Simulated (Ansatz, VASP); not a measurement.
# Y2AlN3 in VASP and in Ansatz

```xyz
12
Lattice="5.6201 -3.1381 0.0000 5.6201 3.1381 0.0000 0.0000 0.0000 5.1382" Properties=species:S:1:pos:R:3 pbc="T T T"
Y     7.4049    1.1477    2.3376
Y     3.8354    1.1477    2.3376
Y     3.8354   -1.1477    4.9067
Y     7.4049   -1.1477    4.9067
Al    5.6201   -2.1425    2.4778
Al    5.6201    2.1425    5.0468
N     7.2873    1.1529    4.7060
N     3.9529    1.1529    4.7060
N     3.9529   -1.1529    2.1369
N     7.2873   -1.1529    2.1369
N     5.6201   -2.3765    4.3576
N     5.6201    2.3765    1.7885
```

Alike in both runs: task single point; functional PBE; k mesh 4 × 4 × 4; occupations gaussian, width 0.1 eV; no spin polarisation.

|  | VASP | Ansatz |
| --- | --- | --- |
| version | VASP 6.6.1 | Ansatz 0.2.0 |
| potentials or method | VASP PAW PBE potentials, release 64 (Y_sv, Al, N), cutoff 520 eV | scalar-relativistic, plane waves, PAW |
| valence electrons in the cell | 80 | 80 |

```csv
,VASP,Ansatz,Ansatz less VASP
gap on the k mesh at the Fermi level (eV),1.87,1.88,+0.006
least direct gap on the mesh (eV),1.87,1.88,+0.006
pressure (GPa),-1.1,-0.9,+0.17
"traceless stress, the component that is largest in VASP (GPa)",0.14,0.11,-0.033
rms of the force components (eV/Å),0.049,0.052,+0.0029
```

Atom by atom the forces differ by 0.004 eV/Å (rms over components). The functional is the same, so the differences come from potentials, cutoffs and numerics.
